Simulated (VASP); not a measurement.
# AgCl (zincblende type) (F-43m) in VASP: further runs

Runs on AgCl (zincblende type). Level: PBE. Tasks: electric field gradients.

Program: VASP 6.6.1. These are calculated values, not measurements. Logs are shortened: lines on timing, memory, paths and dates and some standing lists are left out, and cuts for length are marked.

### Step 1. The cell of the first run

Symmetry: F-43m, No. 216, cubic system. The conventional cell has a = 6.059 Å, b = 6.059 Å, c = 6.059 Å, α = 90.00°, β = 90.00°, γ = 90.00°. Within 3.5 Å of Ag (site symmetry -43m) lie 4 Cl at 2.62 Å. Cl (site symmetry -43m) has 4 Ag at 2.62 Å within 3.5 Å.

### Step 2. Electric field gradients, PBE

Contents of INCAR:

```
SYSTEM = AgCl
PREC = Accurate ; ENCUT = 520
EDIFF = 1E-8 ; ISMEAR = -1
SIGMA = 0.03 ; LREAL = .FALSE.
LASPH = .TRUE. ; NELM = 80
ALGO = Normal ; ISIF = 2
LWAVE = .FALSE. ; LCHARG = .FALSE.
GGA = PE ; LEFG = .TRUE.
NBANDS = 16
```

Contents of KPOINTS:

```
Automatic mesh
0
G
  11 11 11
  0 0 0
```

Contents of POSCAR:

```
AgCl
1.0
    0.0000000000      3.0295479172      3.0295479172
    3.0295479172      0.0000000000      3.0295479172
    3.0295479172      3.0295479172      0.0000000000
Ag Cl
1 1
Direct
    0.0000000000      0.0000000000      0.0000000000
    0.2500000000      0.2500000000      0.2500000000
```

Potentials or basis: VASP PAW PBE potentials, release 64 (Ag, Cl).

Started as:

```console
> cat potpaw_PBE.64/Ag/POTCAR potpaw_PBE.64/Cl/POTCAR > POTCAR
> mpirun -np 1 vasp_std > vasp.out
```

OUTCAR:

```text
SYSTEM = AgCl
   PREC = Accurate
   ENCUT = 520
   EDIFF = 1E-8
   ISMEAR = -1
   LREAL = .FALSE.
   LASPH = .TRUE.
   NELM = 80
   ISIF = 2
   GGA = PE

 ion  position               nearest neighbor table
   1  0.000  0.000  0.000-   2 2.62   2 2.62   2 2.62   2 2.62
   2  0.250  0.250  0.250-   1 2.62   1 2.62   1 2.62   1 2.62

  LATTYP: Found a face centered cubic cell.
 ALAT       =     6.0590958344

  Lattice vectors:

 A1 = (   0.0000000000,   3.0295479172,   3.0295479172)
 A2 = (   3.0295479172,   0.0000000000,   3.0295479172)
 A3 = (   3.0295479172,   3.0295479172,   0.0000000000)

Analysis of symmetry for initial positions (statically):
=====================================================================
 Subroutine PRICEL returns:
 Original cell was already a primitive cell.

 Routine SETGRP: Setting up the symmetry group for a
 face centered cubic supercell.

 Subroutine GETGRP returns: Found 24 space group operations
 (whereof 24 operations were pure point group operations)
 out of a pool of 48 trial point group operations.

The static configuration has the point symmetry T_d .

Analysis of symmetry for dynamics (positions and initial velocities):
=====================================================================
 Subroutine PRICEL returns:
 Original cell was already a primitive cell.

 Routine SETGRP: Setting up the symmetry group for a
 face centered cubic supercell.

 Subroutine GETGRP returns: Found 24 space group operations
 (whereof 24 operations were pure point group operations)
 out of a pool of 48 trial point group operations.

The dynamic configuration has the point symmetry T_d .

 Subroutine INISYM returns: Found 24 space group operations
 (whereof 24 operations are pure point group operations),
 and found     1 'primitive' translations

----------------------------------------------------------------------------------------

                                     Primitive cell

  volume of cell :      55.6114

  direct lattice vectors                    reciprocal lattice vectors
     0.000000000  3.029547917  3.029547917    -0.165041126  0.165041126  0.165041126
     3.029547917  0.000000000  3.029547917     0.165041126 -0.165041126  0.165041126
     3.029547917  3.029547917  0.000000000     0.165041126  0.165041126 -0.165041126

  length of vectors
     4.284427752  4.284427752  4.284427752     0.285859616  0.285859616  0.285859616

  position of ions in fractional coordinates (direct lattice)
     0.000000000  0.000000000  0.000000000
     0.250000000  0.250000000  0.250000000

  ion indices of the primitive-cell ions
   primitive index   ion index
                 1           1
                 2           2

----------------------------------------------------------------------------------------

 KPOINTS: Automatic mesh

Automatic generation of k-mesh.
 Grid dimensions read from file:
 generate k-points for:   11   11   11

 Generating k-lattice:

  Cartesian coordinates                     Fractional coordinates (reciprocal lattice)
    -0.015003739  0.015003739  0.015003739     0.090909091  0.000000000  0.000000000
     0.015003739 -0.015003739  0.015003739     0.000000000  0.090909091  0.000000000
     0.015003739  0.015003739 -0.015003739     0.000000000  0.000000000  0.090909091

  Length of vectors
     0.025987238  0.025987238  0.025987238

  Shift w.r.t. Gamma in fractional coordinates (k-lattice)
     0.000000000  0.000000000  0.000000000

 Subroutine IBZKPT returns following result:
 ===========================================

 Found     56 irreducible k-points:

 Following reciprocal coordinates:
            Coordinates               Weight
  0.000000  0.000000  0.000000      1.000000
  0.090909  0.000000  0.000000      8.000000
  0.181818  0.000000  0.000000      8.000000
  0.272727  0.000000  0.000000      8.000000
  0.363636  0.000000  0.000000      8.000000
  0.454545  0.000000  0.000000      8.000000
[... 16 lines left out ...]
 -0.272727  0.181818  0.000000     24.000000
 -0.181818  0.181818  0.000000     12.000000
 [... further k-points ...]
   k-points           NKPTS =     56   k-points in BZ     NKDIM =     56   number of bands    NBANDS=     16
   number of dos      NEDOS =    301   number of ions     NIONS =      2
   total plane-waves  NPLWV =  32768
   dimension x,y,z NGX =    32 NGY =   32 NGZ =   32
   dimension x,y,z NGXF=    64 NGYF=   64 NGZF=   64
   ions per type =               1   1
   NGX,Y,Z   is equivalent  to a cutoff of  12.42, 12.42, 12.42 a.u.
   NGXF,Y,Z  is equivalent  to a cutoff of  24.83, 24.83, 24.83 a.u.
 SYSTEM =  AgCl
   PREC   = accura    normal or accurate (medium, high low for compatibility)
   ISTART =      0    job   : 0-new  1-cont  2-samecut
   ICHARG =      2    charge: 1-file 2-atom 10-const
   ISPIN  =      1    spin polarized calculation?
   LNONCOLLINEAR =      F non collinear calculations
   LSORBIT =      F    spin-orbit coupling
   LASPH  =      T    aspherical Exc in radial PAW
   ENCUT  =  520.0 eV  38.22 Ry    6.18 a.u.   7.97  7.97  7.97*2*pi/ulx,y,z
   NELM   =     80;   NELMIN=  2; NELMDL= -5     # of ELM steps
   EDIFF  = 0.1E-07   stopping-criterion for ELM
   LREAL  =      F    real-space projection
   EDIFFG = 0.1E-06   stopping-criterion for IOM
   NSW    =      0    number of steps for IOM
   IBRION =     -1    ionic relax: 0-MD 1-quasi-New 2-CG
   NFREE  =      0    steps in history (QN), initial steepest desc. (CG)
   ISIF   =      2    stress and relaxation
   ISYM   =      2    0-nonsym 1-usesym 2-fastsym
   POTIM  = 0.5000    time-step for ionic-motion
   TEBEG  =    0.0;   TEEND  =   0.0 temperature during run
   PSTRESS=    0.0 pullay stress
   NELECT =      18.0000    total number of electrons
   NUPDOWN=      -1.0000    fix difference up-down
   EMIN   =  10.00;   EMAX   =-10.00  energy-range for DOS
   EFERMI =   0.00;   METHOD = LEGACY
   ISMEAR =    -1;   SIGMA  =   0.03  broadening in eV -4-tet -1-fermi 0-gaus
   EFERMI_NEDOS =   21; number of points for ismear=-14 and -15
   IALGO  =     38    algorithm
   IMIX   =      4    mixing-type and parameters
     AMIX     =   0.40;   BMIX     =  1.00
     AMIX_MAG =   1.60;   BMIX_MAG =  1.00
  volume/ion in A,a.u.               =      27.81       187.64
  Fermi-wavevector in a.u.,A,eV,Ry     =   1.124030  2.124108 17.190187  1.263443
  Thomas-Fermi vector in A             =   2.260699
   LORBIT       =      0    0 simple, 1 ext, 2 COOP (PROOUT), +10 PAW based schemes
   GGA     = PE    functional components
   LHFCALC =     F    Hartree Fock is set to
   AEXX    =    0.0000 exact exchange contribution
   IVDW    =     0    specifies the selected vdW correction
   LEPSILON=     F    determine dielectric tensor
   LRPA    =     F    only Hartree local field effects (RPA)
 non-spin polarized calculation
  energy-cutoff  :      520.00
  volume of cell :       55.61
 maximum number of plane-waves:      1510
   NGX = 15   NGY = 15   NGZ = 15

 number of electron      17.9999995 magnetization

 Free energy of the ion-electron system (eV)
  ---------------------------------------------------
  ext. energy  EPLUGINS =         0.00000000
  ---------------------------------------------------
  free energy    TOTEN  =        -5.45319091 eV

  energy without entropy =       -5.45319091  energy(sigma->0) =       -5.45319091

 E-fermi :   2.0661     XC(G=0):  -8.3699

 val. band max:        1.3988090017   @ k =   0.0000   0.0000   0.0000
 cond. band min:       2.6924701288   @ k =   0.0000   0.0000   0.0000
 fundamental gap:      1.2936611271
 Fermi energy:         2.0660645297

 k-point     1 :       0.0000    0.0000    0.0000
  band No.  band energies     occupation
      1     -13.2648      2.00000
      2      -2.4817      2.00000
      3      -2.4817      2.00000
      4      -2.4817      2.00000
      5      -0.6154      2.00000
      6      -0.6154      2.00000
[... 8 lines left out ...]
     15      14.0010      0.00000
     16      14.0855      0.00000

 k-point     2 :       0.0909    0.0000    0.0000
  band No.  band energies     occupation
      1     -13.2521      2.00000
      2      -2.5036      2.00000
      3      -2.4663      2.00000
      4      -2.4663      2.00000
      5      -0.6179      2.00000
      6      -0.6179      2.00000
[... 8 lines left out ...]
     15      13.6514      0.00000
     16      14.4472      0.00000

 k-point     3 :       0.1818    0.0000    0.0000
  band No.  band energies     occupation
      1     -13.2180      2.00000
      2      -2.5492      2.00000
      3      -2.4254      2.00000
      4      -2.4254      2.00000
      5      -0.6199      2.00000
      6      -0.6199      2.00000
[... 8 lines left out ...]
     15      13.2496      0.00000
     16      14.1418      0.00000

 k-point     4 :       0.2727    0.0000    0.0000
  band No.  band energies     occupation
      1     -13.1728      2.00000
      2      -2.5788      2.00000
      3      -2.3733      2.00000
      4      -2.3733      2.00000
      5      -0.6100      2.00000
      6      -0.6100      2.00000
[... 8 lines left out ...]
     15      13.2543      0.00000
     16      13.6368      0.00000

 k-point     5 :       0.3636    0.0000    0.0000
  band No.  band energies     occupation
      1     -13.1309      2.00000
      2      -2.5702      2.00000
      3      -2.3275      2.00000
      4      -2.3275      2.00000
      5      -0.5844      2.00000
      6      -0.5844      2.00000
[... 8 lines left out ...]
     15      13.7550      0.00000
     16      13.7550      0.00000

 k-point     6 :       0.4545    0.0000    0.0000
  band No.  band energies     occupation
      1     -13.1058      2.00000
      2      -2.5438      2.00000
      3      -2.3015      2.00000
      4      -2.3015      2.00000
      5      -0.5592      2.00000
      6      -0.5592      2.00000
[... 8 lines left out ...]
     15      14.5327      0.00000
     16      14.5327      0.00000
[... 267 lines left out ...]
 k-point    21 :      -0.4545    0.1818    0.0000
  band No.  band energies     occupation
      1     -13.0833      2.00000
      2      -2.4912      2.00000
      3      -2.2929      2.00000
      4      -2.2226      2.00000
      5      -0.6219      2.00000
      6      -0.5610      2.00000
[... 8 lines left out ...]
     15      14.4732      0.00000
     16      14.9609      0.00000

 k-point    22 :      -0.3636    0.1818    0.0000
  band No.  band energies     occupation
      1     -13.0916      2.00000
      2      -2.4568      2.00000
      3      -2.3400      2.00000
      4      -2.2507      2.00000
      5      -0.6061      2.00000
      6      -0.5984      2.00000
[... 8 lines left out ...]
     15      13.5585      0.00000
     16      14.9791      0.00000

 k-point    23 :      -0.2727    0.1818    0.0000
  band No.  band energies     occupation
      1     -13.1194      2.00000
      2      -2.5173      2.00000
      3      -2.3449      2.00000
      4      -2.3005      2.00000
      5      -0.6439      2.00000
      6      -0.5567      2.00000
[... 8 lines left out ...]
     15      14.3023      0.00000
     16      15.0313      0.00000

 k-point    24 :      -0.1818    0.1818    0.0000
  band No.  band energies     occupation
      1     -13.1578      2.00000
      2      -2.5683      2.00000
      3      -2.3573      2.00000
      4      -2.3553      2.00000
      5      -0.6561      2.00000
      6      -0.5682      2.00000
[... 8 lines left out ...]
     15      13.8155      0.00000
     16      15.6042      0.00000

 [... further k-points ...]

------------------------ aborting loop because EDIFF is reached ----------------------------------------

  FORCE on cell =-STRESS in cart. coord.  units (eV):
  Direction    XX          YY          ZZ          XY          YZ          ZX
  --------------------------------------------------------------------------------------
  -------------------------------------------------------------------------------------
  Total       -0.0356839     -0.0356839     -0.0356839     -0.0000000      0.0000000      0.0000000
  in kB       -1.0280612     -1.0280612     -1.0280612     -0.0000000      0.0000000      0.0000000
  external PRESSURE =      -1.0280612 kB  Pullay stress =       0.0000000 kB

 VOLUME and BASIS-vectors are now :
 -----------------------------------------------------------------------------
  energy-cutoff  :      520.00
  volume of cell :       55.61
      direct lattice vectors                 reciprocal lattice vectors
     0.000000000  3.029547917  3.029547917    -0.165041126  0.165041126  0.165041126
     3.029547917  0.000000000  3.029547917     0.165041126 -0.165041126  0.165041126
     3.029547917  3.029547917  0.000000000     0.165041126  0.165041126 -0.165041126

 POSITION                                       TOTAL-FORCE (eV/Angst)
 -----------------------------------------------------------------------------------
      0.00000      0.00000      0.00000        -0.000000     -0.000000      0.000000
      1.51477      1.51477      1.51477         0.000000      0.000000     -0.000000
 -----------------------------------------------------------------------------------
    total drift:                               -0.000000     -0.000000     -0.000000

  FREE ENERGIE OF THE ION-ELECTRON SYSTEM (eV)
  ---------------------------------------------------
  free  energy   TOTEN  =        -5.4531909126 eV

  energy  without entropy=       -5.4531909126  energy(sigma->0) =       -5.45319091

 Electric field gradients (V/A^2)
---------------------------------------------------------------------
 ion       V_xx      V_yy      V_zz      V_xy      V_xz      V_yz
---------------------------------------------------------------------
   1      -0.000    -0.000     0.000     0.001     0.001     0.001
   2      -0.000    -0.000     0.000     0.000     0.000     0.000
---------------------------------------------------------------------

 Electric field gradients after diagonalization (V/A^2)
 (convention: |V_zz| > |V_xx| > |V_yy|)
----------------------------------------------------------------------
 ion       V_xx      V_yy      V_zz     asymmetry (V_yy - V_xx)/ V_zz
----------------------------------------------------------------------
   1      -0.001    -0.001     0.003       0.000
   2      -0.000    -0.000     0.000       0.000
----------------------------------------------------------------------

           NMR quadrupolar parameters

 Cq : quadrupolar parameter    Cq=e*Q*V_zz/h
 eta: asymmetry parameters     (V_yy - V_xx)/ V_zz
 Q  : nuclear electric quadrupole moment in mb (millibarn)
----------------------------------------------------------------------
 ion       Cq(MHz)       eta       Q (mb)
----------------------------------------------------------------------
   1       0.000       0.000       1.000
   2       0.000       0.000       1.000
----------------------------------------------------------------------
```

Run time: 24 s. Hardware: 1 thread of Intel Xeon 6975P-C (Granite Rapids), shared host; peak memory 0.2 GiB.

What came out:

| Quantity | Value |
| --- | --- |
| Free energy | -5.4532 eV |
| Pressure | -0.1 GPa |
| Band gap on the k mesh | 1.29 eV, direct |

Caveat: without QUAD_EFG the Cq values of the log hold for a quadrupole moment of 1 mb, not for the nuclei. A k mesh can miss the band edges.

[end of part 1 of 2]
